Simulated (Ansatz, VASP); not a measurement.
## SnO2 in VASP and in Ansatz

POSCAR

```
SnO2
1.0
    0.0000000000      2.5334669712      2.5334669712
    2.5334669712      0.0000000000      2.5334669712
    2.5334669712      2.5334669712      0.0000000000
Sn O
1 2
Direct
    0.0000000000      0.0000000000      0.0000000000
    0.2500000000      0.2500000000      0.2500000000
    0.7500000000      0.7500000000      0.7500000000
```

Contents of INCAR.step1:

```
  ALGO = Normal
  EDIFF = 1E-5
  ENCUT = 910
  GGA = PE
  GGA_COMPAT = F
  ISMEAR = 0
  LASPH = T
  LCHARG = F
  LREAL = F
  LWAVE = T
  NBANDS = 20
  NELM = 120
  PREC = Accurate
  SIGMA = 0.01
```

Contents of INCAR.step2:

```
  ALGO = Normal
  EDIFF = 1E-6
  ENCUT = 910
  GGA_COMPAT = F
  ISIF = 2
  ISMEAR = 0
  ISTART = 1
  LASPH = T
  LCHARG = F
  LMIXTAU = T
  LREAL = F
  LWAVE = F
  METAGGA = R2SCAN
  NBANDS = 20
  NELM = 120
  PREC = Accurate
  SIGMA = 0.01
```

File KPOINTS:

```
k-points
0
Gamma
  8 8 8
```

Input for Ansatz:

```yaml
crystal:
  lattice:
    - [0.0, 2.5334669712, 2.5334669712]
    - [2.5334669712, 0.0, 2.5334669712]
    - [2.5334669712, 2.5334669712, 0.0]
  atoms:
    - { symbol: Sn, position: [0.0, 0.0, 0.0] }
    - { symbol: O, position: [0.25, 0.25, 0.25] }
    - { symbol: O, position: [0.75, 0.75, 0.75] }
kpoints:
  mp_grid: { grid: [8, 8, 8] }
  band_path:
    path:
      - [0.0, 0.0, 0.0]
      - [0.5, 0.0, 0.5]
      - [0.625, 0.25, 0.625]
      - [0.375, 0.375, 0.75]
      - [0.5, 0.5, 0.5]
      - [0.5, 0.25, 0.75]
    npoints: 1
hamiltonian:
  xc: r2scan
scf:
  occupations: { method: fixed }
  n_extra_bands: 4
output:
  forces: true
  stress: true
  eigenvalues: true
```

Alike in both runs: task single point; functional r2SCAN; k mesh 8 × 8 × 8; no spin polarisation.

|  | VASP | Ansatz |
| --- | --- | --- |
| version | VASP 6.6.1 | Ansatz 0.2.0 |
| potentials or method | VASP PAW PBE potentials, release 64 (Sn_d, O_h) | plane waves, PAW |
| plane-wave cutoff (eV) | 910 | 500 |
| occupations | gaussian, width 0.01 eV | fixed |
| valence electrons in the cell | 26 | 26 |

Ansatz gave:

* gap on the k mesh at the Fermi level (eV): 0.84

Task: What did VASP give for the same quantities?

Result: gap on the k mesh at the Fermi level (eV): 0.86.

VASP's potentials were made for PBE, not for r2SCAN.

Noted on VASP's run: the cutoff is short for stress, so the pressure is rough.
